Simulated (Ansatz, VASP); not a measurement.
## NbCd3: VASP beside Ansatz

Contents of INCAR:

```
SYSTEM = NbCd3
PREC     = Accurate       ! precision mode
ENCUT    = 600            ! plane-wave cutoff, eV
EDIFF    = 1E-7           ! SCF threshold, eV
ISMEAR   = -1             ! smearing method
SIGMA    = 0.1            ! smearing width, eV
LREAL    = .False.        ! projectors in reciprocal space
LASPH    = .True.         ! aspherical terms in the spheres
NELM     = 100            ! most SCF steps
ALGO     = Normal         ! electronic algorithm
ISIF     = 3              ! what is computed and relaxed
LWAVE    = .False.        ! write WAVECAR
LCHARG   = .False.        ! write CHGCAR
IBRION   = 2              ! ionic algorithm
NSW      = 100            ! ionic steps
EDIFFG   = -0.002         ! ionic threshold
```

The input KPOINTS:

```
regular mesh
0
Gamma
  8 8 8
  0 0 0
```

POSCAR

```
NbCd3
1.0
    4.2150000000      0.0000000000      0.0000000000
    0.0000000000      4.2150000000      0.0000000000
    0.0000000000      0.0000000000      4.2150000000
Nb Cd
1 3
Direct
    0.0000000000      0.0000000000      0.0000000000
    0.0000000000      0.5000000000      0.5000000000
    0.5000000000      0.0000000000      0.5000000000
    0.5000000000      0.5000000000      0.0000000000
```

Input for Ansatz:

```yaml
crystal:
  lattice:
    - [4.215, 0.0, 0.0]
    - [0.0, 4.215, 0.0]
    - [0.0, 0.0, 4.215]
  atoms:
    - { symbol: Nb, position: [0.0, 0.0, 0.0] }
    - { symbol: Cd, position: [0.0, 0.5, 0.5] }
    - { symbol: Cd, position: [0.5, 0.0, 0.5] }
    - { symbol: Cd, position: [0.5, 0.5, 0.0] }
kpoints:
  mp_grid: { grid: [8, 8, 8] }
scf:
  occupations: { method: fermi_dirac, width: 0.1 }
hamiltonian:
  xc: lda
  pseudopotentials: { kind: paw }
relax:
  f_tol: 0.002
  max_steps: 80
  cell: {}
output:
  forces: true
  stress: true
```

Alike in both runs: task relaxation of cell and atoms; functional LDA; k mesh 8 × 8 × 8; occupations fermi-dirac, width 0.1 eV; no spin polarisation.

|  | VASP | Ansatz |
| --- | --- | --- |
| version | VASP 6.6.1 | Ansatz 0.2.0 |
| potentials or method | VASP PAW LDA potentials, release 64 (Nb_sv, Cd) | PAW with Ansatz's default frozen-core files, scalar-relativistic |
| plane-wave cutoff (eV) | 600 | 420 |
| valence electrons in the cell | 49 | 73 |

```csv
,VASP,Ansatz,Ansatz less VASP
relaxed volume (Å³/atom),18.45,18.33,-0.126
relaxed length of the cell vector where the two differ most in proportion (Å),4.195,4.185,-0.0095
```

LDA's correlation is that of Perdew and Zunger in VASP and of Perdew and Wang (1992) in Ansatz. VASP's potentials hold 49 valence electrons a cell and Ansatz's 73, so a difference there can come from the potentials and not from the codes.
